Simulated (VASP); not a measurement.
# TlBr: single point with PBEsol

Crystal: TlBr.

```
CELL_PARAMETERS angstrom
4.09787 0.00000 0.00000
0.00000 4.09787 0.00000
0.00000 0.00000 4.09787
ATOMIC_POSITIONS crystal
Tl 0.00000 0.00000 0.00000
Br 0.50000 0.50000 0.50000
```

This cell differs from its parent crystal: functional PBEsol, strained.

```yaml
Program: VASP 6.6.1
Task: single point
Functional: PBEsol
Potentials_or_basis: VASP PAW PBE potentials, release 64 (Tl_d, Br)
Cutoff: 500 eV
k_mesh: 8 × 8 × 8
Occupations: gaussian, width 0.02 eV
Spin: no spin polarisation
```

The pressure is -2.6 GPa and the band gap on the k mesh is 1.95 eV, direct.

Levels at points of the mesh, in eV from the valence-band top:
```
           k point  band 6  band 7  band 8  band 9  band 10  band 11  band 12  band 13  band 14  band 15
(0.00, 0.00, 0.00)   -9.77   -4.51   -0.95   -0.95    -0.95     6.88     6.88     6.88     7.09     7.09
(0.50, 0.00, 0.00)   -9.77   -5.10   -0.53   -0.53     0.00     1.95     5.71     5.71     8.17    10.15
(0.50, 0.50, 0.00)   -9.73   -3.64   -2.40   -2.40    -0.44     4.72     4.72     7.08     7.58     9.95
(0.50, 0.50, 0.50)   -9.73   -2.82   -1.52   -1.52    -1.52     2.37     2.37     2.37    12.17    12.17
```

Run time: 28 s on 1 thread of Intel(R) Xeon(R) Platinum 8259CL CPU @ 2.50GHz (Skylake/Cascade Lake), with other jobs on the host, peak memory 0.19 GiB.

Caveat: the cell differs from its parent crystal (functional PBEsol, strained); the PAW data sets were made with another functional, which shifts forces and pressure a little; spin-orbit coupling is left out, which moves the levels of the heavy elements. A k mesh can miss the band edges.
